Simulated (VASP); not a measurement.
# BN (P6_3mc) in VASP: notebook, part 2 of 2

VASP 6.6.1. Earlier steps stand in the parts before.

## (4) Single point, PBEsol (strain +0.1312 x Voigt [1, 1, 0, 0, 0, 0])

File INCAR:

```
PREC = Accurate
ENCUT = 520
EDIFF = 1E-6
ISMEAR = 0
SIGMA = 0.05
LREAL = F
LASPH = T
NELM = 80
ALGO = Normal
ISIF = 2
LWAVE = F
LCHARG = T
GGA = PS
LELF = T
LVHAR = T
NBANDS = 16
```

File KPOINTS:

```
Automatic mesh
0
Gamma
  12 12 6
```

File POSCAR:

```
BN
1.0
    2.8890164774      0.0000000000      0.0000000000
   -1.4445082387      2.5019616614      0.0000000000
    0.0000000000      0.0000000000      4.2268550000
B N
2 2
Direct
    0.6666666667      0.3333333333      0.9997240000
    0.3333333333      0.6666666667      0.4997240000
    0.6666666667      0.3333333333      0.6252760000
    0.3333333333      0.6666666667      0.1252760000
```

Command:

```console
cat potpaw_PBE.64/B/POTCAR potpaw_PBE.64/N/POTCAR > POTCAR
mpirun -np 1 vasp_std > vasp.out
```

It took 60 s on 1 thread of Intel Xeon 6975P-C, shared host; peak memory 0.16 GiB.

The run converged. Its results:

* Free energy: -34.5006 eV
* Pressure: -56.8 GPa
* Largest force: 0.399 eV/Å
* Band gap on the k mesh: 4.48 eV, indirect (least direct gap 4.68 eV)

Forces on the atoms (eV/Å):
```
B    0.000  0.000 -0.399
B    0.000  0.000 -0.399
N    0.000  0.000  0.399
N    0.000  0.000  0.399
```

Stress tensor (GPa, compression positive):
```
-77.48   0.00   0.00
  0.00 -77.48   0.00
  0.00   0.00 -15.35
```

Levels at points of the mesh, in eV from the valence-band top:
| k point | band 4 | band 5 | band 6 | band 7 | band 8 | band 9 | band 10 | band 11 | band 12 | band 13 |
| --- | --- | --- | --- | --- | --- | --- | --- | --- | --- | --- |
| (0.00, 0.00, 0.00) | -2.46 | -2.46 | -0.39 | 0.00 | 0.00 | 4.68 | 6.05 | 6.30 | 6.30 | 9.90 |
| (0.50, 0.00, 0.00) | -5.87 | -5.71 | -4.49 | -3.73 | -1.22 | 4.48 | 7.18 | 8.34 | 8.67 | 12.40 |
| (0.00, 0.00, 0.50) | -4.22 | -1.39 | -1.39 | -1.39 | -1.39 | 5.53 | 5.53 | 7.85 | 7.85 | 7.85 |
| (0.50, 0.00, 0.50) | -8.27 | -3.16 | -3.16 | -2.44 | -2.44 | 5.24 | 5.24 | 9.15 | 9.15 | 11.49 |

Caveat: the cell differs from its parent crystal (strain +0.1312 x Voigt [1, 1, 0, 0, 0, 0]); the PAW data sets were made with another functional, which shifts forces and pressure a little. A k mesh can miss the band edges.

## (5) Single point, PBEsol (strain +0.1500 x Voigt [1, 1, 0, 0, 0, 0])

File INCAR:

```
SYSTEM = BN
PREC = Accurate
ENCUT = 520
EDIFF = 1E-6
ISMEAR = 0
SIGMA = 0.05
LREAL = .FALSE.
LASPH = .TRUE.
NELM = 80
ALGO = Normal
ISIF = 2
LWAVE = .FALSE.
LCHARG = .FALSE.
GGA = PS
NBANDS = 16
```

File KPOINTS:

```
Automatic mesh
0
G
  12 12 6
  0 0 0
```

POSCAR, as its differences from that of step 4:

```diff
@@ -2,4 +2,4 @@
 1.0
-    2.8890164774      0.0000000000      0.0000000000
-   -1.4445082387      2.5019616614      0.0000000000
+    2.9370305420      0.0000000000      0.0000000000
+   -1.4685152710      2.5435430610      0.0000000000
     0.0000000000      0.0000000000      4.2268550000
```

Potentials or basis: VASP PAW PBE potentials, release 64 (B, N).

Command:

```console
cat potpaw_PBE.64/B/POTCAR potpaw_PBE.64/N/POTCAR > POTCAR
mpirun -np 1 vasp_std > vasp.out
```

OUTCAR:

```text
SYSTEM = BN
   PREC = Accurate
   ENCUT = 520
   EDIFF = 1E-6
   ISMEAR = 0
   LREAL = .FALSE.
   LASPH = .TRUE.
   NELM = 80
   ISIF = 2
   GGA = PS

 ion  position               nearest neighbor table
   1  0.667  0.333  1.000-   3 1.58   4 1.78   4 1.78   4 1.78
   2  0.333  0.667  0.500-   4 1.58   3 1.78   3 1.78   3 1.78
   3  0.667  0.333  0.625-   1 1.58   2 1.78   2 1.78   2 1.78
   4  0.333  0.667  0.125-   2 1.58   1 1.78   1 1.78   1 1.78

  LATTYP: Found a hexagonal cell.
 ALAT       =     2.9370305420
 C/A-ratio  =     1.4391593617

  Lattice vectors:

 A1 = (   2.9370305420,   0.0000000000,   0.0000000000)
 A2 = (  -1.4685152710,   2.5435430610,   0.0000000000)
 A3 = (   0.0000000000,   0.0000000000,   4.2268550000)

Analysis of symmetry for initial positions (statically):
=====================================================================
 Subroutine PRICEL returns:
 Original cell was already a primitive cell.

 Routine SETGRP: Setting up the symmetry group for a
 hexagonal supercell.

 Subroutine GETGRP returns: Found 12 space group operations
 (whereof  6 operations were pure point group operations)
 out of a pool of 24 trial point group operations.

The static configuration has the point symmetry C_3v.
 The point group associated with its full space group is C_6v.

Analysis of symmetry for dynamics (positions and initial velocities):
=====================================================================
 Subroutine PRICEL returns:
 Original cell was already a primitive cell.

 Routine SETGRP: Setting up the symmetry group for a
 hexagonal supercell.

 Subroutine GETGRP returns: Found 12 space group operations
 (whereof  6 operations were pure point group operations)
 out of a pool of 24 trial point group operations.

The dynamic configuration has the point symmetry C_3v.
 The point group associated with its full space group is C_6v.

[... 117 lines left out ...]
   ISMEAR =     0;   SIGMA  =   0.05  broadening in eV -4-tet -1-fermi 0-gaus
   EFERMI_NEDOS =   21; number of points for ismear=-14 and -15
   IALGO  =     38    algorithm
   IMIX   =      4    mixing-type and parameters
     AMIX     =   0.40;   BMIX     =  1.00
     AMIX_MAG =   1.60;   BMIX_MAG =  1.00
  volume/ion in A,a.u.               =       7.89        53.27
  Fermi-wavevector in a.u.,A,eV,Ry     =   1.305148  2.466373 23.176328  1.703412
  Thomas-Fermi vector in A             =   2.436037
   LORBIT       =      0    0 simple, 1 ext, 2 COOP (PROOUT), +10 PAW based schemes
   GGA     = PS    functional components
   LHFCALC =     F    Hartree Fock is set to
   AEXX    =    0.0000 exact exchange contribution
   IVDW    =     0    specifies the selected vdW correction
   LEPSILON=     F    determine dielectric tensor
   LRPA    =     F    only Hartree local field effects (RPA)
 non-spin polarized calculation
 Gauss-broadening in eV      SIGMA  =   0.05
  energy-cutoff  :      520.00
  volume of cell :       31.58
 maximum number of plane-waves:       891
 NGX is ok and might be reduce to    24
   NGX = 11   NGY = 11   NGZ = 15

 number of electron      16.0000000 magnetization

 Free energy of the ion-electron system (eV)
  ---------------------------------------------------
  ext. energy  EPLUGINS =         0.00000000
  ---------------------------------------------------
  free energy    TOTEN  =       -33.99569515 eV

  energy without entropy =      -33.99569515  energy(sigma->0) =      -33.99569515

 E-fermi :   4.6324     XC(G=0): -11.6219

 val. band max:        4.3707227250   @ k =   0.0000   0.0000   0.0000
 cond. band min:       8.5291676758   @ k =   0.0000   0.0000   0.0000
 fundamental gap:      4.1584449508
 Fermi energy:         4.6324470474

 k-point     1 :       0.0000    0.0000    0.0000
  band No.  band energies     occupation
      1     -13.2120      2.00000
      2      -9.3182      2.00000
      3      -4.0521      2.00000
      4       1.8716      2.00000
      5       1.8716      2.00000
      6       3.8967      2.00000
[... 433 lines left out ...]
      3      -3.0187      2.00000
      4      -1.2197      2.00000
      5      -0.3835      2.00000
      6       0.4655      2.00000
[... 8 lines left out ...]
     15      16.6776      0.00000
     16      17.7166      0.00000

 [... further k-points ...]
[... 5 lines left out ...]
  --------------------------------------------------------------------------------------
  -------------------------------------------------------------------------------------
  Total      -15.8981045    -15.8981045     -3.2262043      0.0000000      0.0000000      0.0000000
  in kB     -806.6609323   -806.6609323   -163.6957995      0.0000000      0.0000000      0.0000000
  external PRESSURE =    -592.3392214 kB  Pullay stress =       0.0000000 kB

 VOLUME and BASIS-vectors are now :
 -----------------------------------------------------------------------------
  energy-cutoff  :      520.00
  volume of cell :       31.58
      direct lattice vectors                 reciprocal lattice vectors
     2.937030542  0.000000000  0.000000000     0.340479946  0.196576188  0.000000000
    -1.468515271  2.543543061  0.000000000     0.000000000  0.393152377  0.000000000
     0.000000000  0.000000000  4.226855000     0.000000000  0.000000000  0.236582518

 POSITION                                       TOTAL-FORCE (eV/Angst)
 -----------------------------------------------------------------------------------
      1.46852      0.84785      4.22569        -0.000000      0.000000     -0.531611
     -0.00000      1.69570      2.11226         0.000000     -0.000000     -0.531611
      1.46852      0.84785      2.64295         0.000000     -0.000000      0.531611
     -0.00000      1.69570      0.52952        -0.000000      0.000000      0.531611
 -----------------------------------------------------------------------------------
    total drift:                                0.000000      0.000000     -0.000188

  FREE ENERGIE OF THE ION-ELECTRON SYSTEM (eV)
  ---------------------------------------------------
  free  energy   TOTEN  =       -33.9956951454 eV

  energy  without entropy=      -33.9956951454  energy(sigma->0) =      -33.99569515
```

stdout:

```text
POSCAR found type information on POSCAR B N
 POSCAR found :  2 types and       4 ions
 scaLAPACK will be used
 -----------------------------------------------------------------------------
|                                                                             |
|                                                                             |
|     You enforced a specific xc type in the INCAR file but a different       |
|     I HOPE YOU KNOW WHAT YOU ARE DOING!                                     |
|                                                                             |
 -----------------------------------------------------------------------------

 LDA part: xc-table for (Slater+PW92), standard interpolation
 POSCAR, INCAR and KPOINTS ok, starting setup
 FFT: planning ... GRIDC
 FFT: planning ... GRID_SOFT
 FFT: planning ... GRID
 WAVECAR not read
 entering main loop
```

Wall time 57 s (1 thread of Intel Xeon 6975P-C, shared host); peak memory 0.16 GiB.

Results:

```
Free energy            : -33.9957 eV
Pressure               : -59.2 GPa
Largest force          : 0.532 eV/Å
Band gap on the k mesh : 4.16 eV, direct
```

Forces in eV/Å, atoms in the order of the input:
```
B    0.000  0.000 -0.532
B    0.000  0.000 -0.532
N    0.000  0.000  0.532
N    0.000  0.000  0.532
```

Stress tensor (GPa, compression positive):
```
-80.67   0.00   0.00
  0.00 -80.67   0.00
  0.00   0.00 -16.37
```

Caveat: the cell differs from its parent crystal (strain +0.1500 x Voigt [1, 1, 0, 0, 0, 0]); the PAW data sets were made with another functional, which shifts forces and pressure a little. A k mesh can miss the band edges.

## (6) The runs side by side

| cell | gap on the mesh (eV) | pressure (GPa) | largest force (eV/Å) |
| --- | --- | --- | --- |
| a = 2.745, b = 2.745, c = 4.227 Å, angles 90.0, 90.0, 120.0°, 4 atoms | 5.31 | -43.6 | 0.08 |
| a = 2.841, b = 2.841, c = 4.227 Å, angles 90.0, 90.0, 120.0°, 4 atoms | 4.75 | -53.5 | 0.28 |
| a = 2.889, b = 2.889, c = 4.227 Å, angles 90.0, 90.0, 120.0°, 4 atoms | 4.48 | -56.8 | 0.40 |
| a = 2.937, b = 2.937, c = 4.227 Å, angles 90.0, 90.0, 120.0°, 4 atoms | 4.16 | -59.2 | 0.53 |

Alike in all rows: task single point; level PBEsol; potentials or basis VASP PAW PBE potentials, release 64 (B, N); no spin polarisation; k mesh 12 × 12 × 6; cutoff (eV) 520; smearing gaussian 0.05 eV.

Caveats: the PAW data sets were made with another functional, which shifts forces and pressure a little.

Total energies depend on the potentials used, so only differences within one code and one set of settings carry meaning.
